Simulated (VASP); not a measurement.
The system is SmNb.

```
Sm Nb
1.0
    -1.87681    1.87681    3.58320
     1.87681   -1.87681    3.58320
     1.87681    1.87681   -3.58320
Sm Nb
1 1
Direct
  0.00000 0.00000 0.00000
  0.50000 0.50000 0.00000
```

The cell was generated, and may not be a known phase.

| Item | Value |
| --- | --- |
| Program | VASP 6.6.1 |
| Task | relaxation of cell and atoms |
| Functional | PBE |
| Potentials or basis | VASP PAW PBE potentials, release 64 (Sm_3, Nb_sv), 4f in core |
| Cutoff | 500 eV |
| k mesh | 7 × 7 × 7 |
| Occupations | gaussian, width 0.2 eV |
| Spin | no spin polarisation |

At the start: pressure 11.1 GPa; volume 25.24 Å³/atom.

Where does the relaxation end?

Over 6 steps the energy falls by 506.1 meV/atom and the volume is 26.61 Å³/atom (+5.4 %); space group I4/mmm (No. 139, to 0.1 Å) before, Fm-3m (No. 225, to 0.1 Å).

The path:
```csv
step,energy change (eV),largest force (eV/Å),pressure (GPa),volume (Å³)
1,0.0000,0.0000,11.14,50.49
2,-0.6868,0.0000,-6.72,63.49
3,-0.7313,0.0000,-4.16,60.08
4,-0.9679,0.0000,-2.25,55.42
5,-1.0116,0.0000,-0.07,52.93
6,-1.0121,0.0000,-0.39,53.22
```

Final structure:
```
Sm Nb
1.0
    -2.11154    2.11154    2.98425
     2.11154   -2.11154    2.98425
     2.11154    2.11154   -2.98425
Sm Nb
1 1
Direct
  0.00000 0.00000 0.00000
  0.50000 0.50000 0.00000
```
